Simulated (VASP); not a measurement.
# GaAs (P6_3/mmc) in VASP: a series of runs, part 2 of 2

VASP 6.6.1. The steps go on from the part before.

## 3. Single point, PBE

This run uses another cell than the first one, of 17.37 Å³/atom, 0.878 times its volume.

The input, INCAR:

```
  PREC = Accurate
  ENCUT = 500
  EDIFF = 1E-6
  ISMEAR = 0
  SIGMA = 0.1
  LREAL = F
  LASPH = T
  NELM = 120
  ALGO = Normal
  ISIF = 2
  LWAVE = F
  LCHARG = F
  GGA = PE
  NBANDS = 26
  GGA_COMPAT = F
```

The input, KPOINTS:

```
Automatic mesh
0
Gamma
  6 6 4
```

The input, POSCAR:

```
GaAs
1.0
    3.6518093000      0.0000000000      0.0000000000
   -1.8259046500      3.1625596200      0.0000000000
    0.0000000000      0.0000000000      6.0166831200
Ga As
2 2
Direct
    0.0000000000      0.0000000000      0.0000000000
    0.0000000000      0.0000000000      0.5000000000
    0.3333333300      0.6666666700      0.7500000000
    0.6666666700      0.3333333300      0.2500000000
```

Potentials or basis: VASP PAW PBE potentials, release 64 (Ga_d, As).

The run is started by

```sh
$ cat potpaw_PBE.64/Ga_d/POTCAR potpaw_PBE.64/As/POTCAR > POTCAR
$ mpirun -np 1 vasp_std > vasp.out
```

OUTCAR:

```text
PREC = Accurate
   ENCUT = 500
   EDIFF = 1E-6
   ISMEAR = 0
   LREAL = F
   LASPH = T
   NELM = 120
   ISIF = 2
   GGA = PE

 ion  position               nearest neighbor table
   1  0.000  0.000  0.000-   3 2.59   4 2.59   3 2.59   4 2.59   4 2.59   3 2.59
   2  0.000  0.000  0.500-   3 2.59   4 2.59   3 2.59   4 2.59   4 2.59   3 2.59
   3  0.333  0.667  0.750-   1 2.59   2 2.59   1 2.59   2 2.59   1 2.59   2 2.59
   4  0.667  0.333  0.250-   1 2.59   2 2.59   1 2.59   2 2.59   1 2.59   2 2.59

  LATTYP: Found a hexagonal cell.
 ALAT       =     3.6518093000
 C/A-ratio  =     1.6475896263

  Lattice vectors:

 A1 = (   3.6518093000,   0.0000000000,   0.0000000000)
 A2 = (  -1.8259046500,   3.1625596200,   0.0000000000)
 A3 = (   0.0000000000,   0.0000000000,   6.0166831200)

Analysis of symmetry for initial positions (statically):
=====================================================================
 Subroutine PRICEL returns:
 Original cell was already a primitive cell.

 Routine SETGRP: Setting up the symmetry group for a
 hexagonal supercell.

 Subroutine GETGRP returns: Found 24 space group operations
 (whereof 12 operations were pure point group operations)
 out of a pool of 24 trial point group operations.

The static configuration has the point symmetry D_3d.
 The point group associated with its full space group is D_6h.

Analysis of symmetry for dynamics (positions and initial velocities):
=====================================================================
 Subroutine PRICEL returns:
 Original cell was already a primitive cell.

 Routine SETGRP: Setting up the symmetry group for a
 hexagonal supercell.

 Subroutine GETGRP returns: Found 24 space group operations
 (whereof 12 operations were pure point group operations)
 out of a pool of 24 trial point group operations.
[... 117 lines left out ...]
   ISMEAR =     0;   SIGMA  =   0.10  broadening in eV -4-tet -1-fermi 0-gaus
   EFERMI_NEDOS =   21; number of points for ismear=-14 and -15
   IALGO  =     38    algorithm
   IMIX   =      4    mixing-type and parameters
     AMIX     =   0.40;   BMIX     =  1.00
     AMIX_MAG =   1.60;   BMIX_MAG =  1.00
  volume/ion in A,a.u.               =      17.37       117.23
  Fermi-wavevector in a.u.,A,eV,Ry     =   1.314844  2.484696 23.521965  1.728816
  Thomas-Fermi vector in A             =   2.445069
   LORBIT       =      0    0 simple, 1 ext, 2 COOP (PROOUT), +10 PAW based schemes
   GGA     = PE    functional components
   LHFCALC =     F    Hartree Fock is set to
   AEXX    =    0.0000 exact exchange contribution
   IVDW    =     0    specifies the selected vdW correction
   LEPSILON=     F    determine dielectric tensor
   LRPA    =     F    only Hartree local field effects (RPA)
 non-spin polarized calculation
 Gauss-broadening in eV      SIGMA  =   0.10
  energy-cutoff  :      500.00
  volume of cell :       69.49
 maximum number of plane-waves:      1786
 NGX is ok and might be reduce to    28
   NGX = 13   NGY = 13   NGZ = 21

 number of electron      36.0000017 magnetization

 Free energy of the ion-electron system (eV)
  ---------------------------------------------------
  ext. energy  EPLUGINS =         0.00000000
  ---------------------------------------------------
  free energy    TOTEN  =       -14.77471355 eV

  energy without entropy =      -14.76569748  energy(sigma->0) =      -14.77020552

 E-fermi :   6.6048     XC(G=0): -11.1482

 val. band max:        6.6023685925   @ k =   0.5000   0.0000   0.2500
 cond. band min:       6.6122592725   @ k =   0.0000   0.0000   0.5000
 fundamental gap:      0.0098906799
 Fermi energy:         6.6048039240

 k-point     1 :       0.0000    0.0000    0.0000
  band No.  band energies     occupation
      1      -8.5079      2.00000
      2      -8.4573      2.00000
      3      -8.4573      2.00000
      4      -8.3663      2.00000
      5      -8.3663      2.00000
      6      -8.3608      2.00000
[... 598 lines left out ...]
     25      15.6198      0.00000
     26      15.6198      0.00000

------------------------ aborting loop because EDIFF is reached ----------------------------------------

  FORCE on cell =-STRESS in cart. coord.  units (eV):
  Direction    XX          YY          ZZ          XY          YZ          ZX
  --------------------------------------------------------------------------------------
  -------------------------------------------------------------------------------------
  Total        4.7567553      4.7567553      7.5986597      0.0000000      0.0000000      0.0000000
  in kB      109.6774747    109.6774744    175.2038418      0.0000000      0.0000000      0.0000000
  external PRESSURE =     131.5195970 kB  Pullay stress =       0.0000000 kB

 VOLUME and BASIS-vectors are now :
 -----------------------------------------------------------------------------
  energy-cutoff  :      500.00
  volume of cell :       69.49
      direct lattice vectors                 reciprocal lattice vectors
     3.651809300  0.000000000  0.000000000     0.273836862  0.158099786  0.000000000
    -1.825904650  3.162559620  0.000000000     0.000000000  0.316199573  0.000000000
     0.000000000  0.000000000  6.016683120     0.000000000  0.000000000  0.166204532

 POSITION                                       TOTAL-FORCE (eV/Angst)
 -----------------------------------------------------------------------------------
      0.00000      0.00000      0.00000         0.000000      0.000000     -0.000000
      0.00000      0.00000      3.00834         0.000000      0.000000     -0.000000
     -0.00000      2.10837      4.51251        -0.000000      0.000000      0.000000
      1.82590      1.05419      1.50417         0.000000     -0.000000     -0.000000
 -----------------------------------------------------------------------------------
    total drift:                                0.000000     -0.000000      0.000000

  FREE ENERGIE OF THE ION-ELECTRON SYSTEM (eV)
  ---------------------------------------------------
  free  energy   TOTEN  =       -14.7747135532 eV

  energy  without entropy=      -14.7656974808  energy(sigma->0) =      -14.77020552
```

Run time: 36 s. Hardware: 1 thread of AMD EPYC 9R45 (Zen 5), shared host; peak memory 0.16 GiB.

Results:

```
Free energy            : -14.7747 eV
Pressure               : 13.2 GPa
Band gap on the k mesh : zero (band 18 reaches 7.22 eV, above the bottom of band 19 at 3.21 eV)
```

Stress tensor (GPa, compression positive):
```
10.97  0.00  0.00
 0.00 10.97  0.00
 0.00  0.00 17.52
```
